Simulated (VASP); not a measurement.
A run of VASP 6.6.1 is set up as follows.

Contents of POSCAR:

```
PbF2
1.0
    0.0000000000      2.7211557324      3.5375024521
    2.7211557324      0.0000000000      3.5375024521
    2.7211557324      2.7211557324      0.0000000000
Pb F
1 2
Direct
    0.0000000000      0.0000000000      0.0000000000
    0.2500000000      0.2500000000      0.2500000000
    0.7500000000      0.7500000000      0.7500000000
```

File INCAR.step1:

```
PREC = Accurate
ENCUT = 520
ISMEAR = 0
SIGMA = 0.05
LREAL = False
LASPH = True
NELM = 80
NBANDS = 21
GGA = PE
ALGO = Normal
EDIFF = 1E-4
LWAVE = True
LCHARG = False
```

File INCAR.step2:

```
PREC = Accurate
ENCUT = 520
EDIFF = 1E-6
ISMEAR = 0
SIGMA = 0.05
LREAL = False
LASPH = True
NELM = 80
ALGO = Normal
ISIF = 2
LWAVE = False
LCHARG = False
METAGGA = R2SCAN
LMIXTAU = True
NBANDS = 21
ISTART = 1
```

File KPOINTS:

```
regular mesh
0
Gamma
  8 8 8
```

Potentials or basis: VASP PAW PBE potentials, release 64 (Pb_d, F).

The run is started by

```sh
$ cat potpaw_PBE.64/Pb_d/POTCAR potpaw_PBE.64/F/POTCAR > POTCAR
$ cp INCAR.step1 INCAR
$ mpirun -np 1 vasp_std > vasp.out
$ cp INCAR.step2 INCAR
$ mpirun -np 1 vasp_std > vasp.out
```

(1) Predict the band gap on the k mesh.

(2) Estimate the pressure.

## Answers

(1) 3.61 eV (least direct gap 4.45 eV).

(2) -3.1 GPa.

Caveat: the cell stands under tension; the PAW data sets were made with another functional, which shifts forces and pressure a little; spin-orbit coupling is left out, which moves the levels of the heavy elements.
